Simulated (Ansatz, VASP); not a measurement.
AlN in VASP and in Ansatz

The input POSCAR:

```
AlN
1.0
    0.0000000000      2.0503923113      2.0503923113
    2.0503923113      0.0000000000      2.0503923113
    2.0503923113      2.0503923113      0.0000000000
Al N
1 1
Direct
    0.0000000000      0.0000000000      0.0000000000
    0.5000000000      0.5000000000      0.5000000000
```

INCAR.step1

```
  ALGO = Normal
  EDIFF = 1E-4
  ENCUT = 520
  GGA = PE
  ISMEAR = 0
  LASPH = True
  LCHARG = False
  LREAL = False
  LWAVE = True
  NBANDS = 11
  NELM = 60
  PREC = Accurate
  SIGMA = 0.02
```

The input INCAR.step2:

```
  ALGO = Normal
  EDIFF = 1E-6
  ENCUT = 520
  ISIF = 2
  ISMEAR = 0
  ISTART = 1
  LASPH = True
  LCHARG = False
  LMIXTAU = True
  LREAL = False
  LWAVE = False
  METAGGA = R2SCAN
  NBANDS = 11
  NELM = 60
  PREC = Accurate
  SIGMA = 0.02
```

The input KPOINTS:

```
k-points
0
Gamma
  10 10 10
```

Input for Ansatz:

```yaml
crystal:
  lattice:
    - [0.0, 2.0503923113, 2.0503923113]
    - [2.0503923113, 0.0, 2.0503923113]
    - [2.0503923113, 2.0503923113, 0.0]
  atoms:
    - { symbol: Al, position: [0.0, 0.0, 0.0] }
    - { symbol: "N", position: [0.5, 0.5, 0.5] }
basis:
  ecutwfc: 500
kpoints:
  mp_grid: { grid: [10, 10, 10] }
hamiltonian:
  xc: r2scan
scf:
  occupations: { method: gaussian, width: 0.02 }
output:
  forces: true
  stress: true
  eigenvalues: true
```

Alike in both runs: task single point; functional r2SCAN; k mesh 10 × 10 × 10; occupations gaussian, width 0.02 eV; no spin polarisation.

```csv
,VASP,Ansatz
version,VASP 6.6.1,Ansatz 0.2.0
potentials or method,"VASP PAW PBE potentials, release 64 (Al, N), cutoff 520 eV","scalar-relativistic, plane waves, PAW"
valence electrons in the cell,8,8
```

|  | VASP | Ansatz | Ansatz less VASP |
| --- | --- | --- | --- |
| gap on the k mesh at the Fermi level (eV) | 5.06 | 5.06 | -0.004 |
| least direct gap on the mesh (eV) | 5.89 | 5.85 | -0.044 |
| pressure (GPa) | -12.5 | -11.7 | +0.77 |

VASP's potentials were made for PBE, not for r2SCAN.
